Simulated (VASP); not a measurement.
Here is a VASP 6.6.1 calculation.

File INCAR:

```
SYSTEM = Co
PREC = Accurate
ENCUT = 520
EDIFF = 1E-7
ISMEAR = 0
SIGMA = 0.15
LREAL = .FALSE.
LASPH = .TRUE.
NELM = 150
ALGO = Normal
ISIF = 2
LWAVE = .FALSE.
LCHARG = .FALSE.
ISPIN = 2
MAGMOM = 1.79 1.79
LORBIT = 11
LMAXMIX = 4
GGA = PS
NBANDS = 20
```

Contents of KPOINTS:

```
regular mesh
0
G
  21 21 12
  0 0 0
```

The input POSCAR:

```
Co
1.0
    2.5046000000      0.0000000000      0.0000000000
   -1.2523000000      2.1690472263      0.0000000000
    0.0000000000      0.0000000000      3.4913000000
Co
2
Direct
    0.3333333333      0.6666666667      0.2500000000
    0.6666666667      0.3333333333      0.7500000000
```

Potentials or basis: VASP PAW PBE potentials, release 64 (Co).

Launch:

```console
$ cat potpaw_PBE.64/Co/POTCAR > POTCAR
$ mpirun -np 1 vasp_std > vasp.out
```

What does it give for the net moment?

2.55 μB per cell.

Predict the site moments.

Co +1.26 μB.

What does it give for the pressure?

28.3 GPa.

Stress tensor (GPa, compression positive):
```
11.81  0.00  0.00
 0.00 11.81  0.00
 0.00  0.00 61.32
```

Caveat: the PAW data sets were made with another functional, which shifts forces and pressure a little.
